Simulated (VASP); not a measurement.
A run of VASP 6.6.1:

Contents of INCAR:

```
SYSTEM = Zr
ALGO = Normal
EDIFF = 1E-8
ENCUT = 520
GGA = PE
ISIF = 2
ISMEAR = -1
LASPH = .True.
LCHARG = .False.
LEFG = .True.
LREAL = .False.
LWAVE = .False.
NBANDS = 19
NELM = 60
PREC = Accurate
SIGMA = 0.03
```

File KPOINTS:

```
k-points
0
Gamma
  13 13 7
  0 0 0
```

Contents of POSCAR:

```
Zr
1.0
    3.2319982225      0.0000000000      0.0000000000
   -1.6159991112      2.7989925656      0.0000000000
    0.0000000000      0.0000000000      5.1470000000
Zr
2
Direct
    0.3333333333      0.6666666667      0.2558286380
    0.6666666667      0.3333333333      0.7500000000
```

Potentials or basis: VASP PAW PBE potentials, release 64 (Zr_sv).

Run with:

```bash
$ cat potpaw_PBE.64/Zr_sv/POTCAR > POTCAR
$ mpirun -np 1 vasp_std > vasp.out
```

Hardware: 1 thread of Intel(R) Xeon(R) 6975P-C (Granite Rapids), on a shared host.

**Question.** Estimate the wall time of this run.

**Answer.** Wall time 31 s on 1 thread of Intel(R) Xeon(R) 6975P-C (Granite Rapids), on a shared host, peak memory 0.22 GiB. Counts: scf iterations 15, k points 126.
